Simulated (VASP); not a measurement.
Write the native input for VASP 6.6.1 that does the following.

```yaml
Task: single point
Functional: PBEsol
Potentials_or_basis: VASP PAW PBE potentials, release 64 (Br)
Cutoff: 520 eV
k_mesh: 7 × 7 × 3
Occupations: fermi-dirac, width 0.05 eV
Spin: no spin polarisation
Dipole_correction: no
Further_INCAR_settings: ALGO = Normal; EDIFF = 1e-06; NBANDS = 22
```

The structure of Br lies in POSCAR:

```
Br
1.0
    3.5999802485     -2.0132102477      0.0000000000
    3.5999802485      2.0132102477      0.0000000000
    0.0000000000      0.0000000000      8.5255613792
Br
4
Direct
    0.3455156656      0.6544843344      0.3799275953
    0.1544843344      0.8455156656      0.8799275953
    0.6544843344      0.3455156656      0.6200724047
    0.8455156656      0.1544843344      0.1200724047
```

The input as run:

INCAR

```
SYSTEM = Br
PREC = Accurate ; ENCUT = 520
EDIFF = 1E-6 ; ISMEAR = -1
SIGMA = 0.05 ; LREAL = .False.
LASPH = .True. ; NELM = 80
ALGO = Normal ; ISIF = 2
LWAVE = .False. ; LCHARG = .False.
GGA = PS ; NBANDS = 22
```

KPOINTS

```
Automatic mesh
0
Gamma
  7 7 3
  0 0 0
```

Potentials or basis: VASP PAW PBE potentials, release 64 (Br).

Launch:

```bash
$ cat potpaw_PBE.64/Br/POTCAR > POTCAR
$ mpirun -np 1 vasp_std > vasp.out
```

It gave:

```
Pressure               : 0.0 GPa
Largest force          : 0.011 eV/Å
Band gap on the k mesh : 1.23 eV, indirect (least direct gap 1.29 eV)
```

Caveat: the PAW data sets were made with another functional, which shifts forces and pressure a little.

It took 41 s on 1 thread of Intel(R) Xeon(R) 6975P-C (Granite Rapids), on a shared host, peak memory 0.24 GiB.
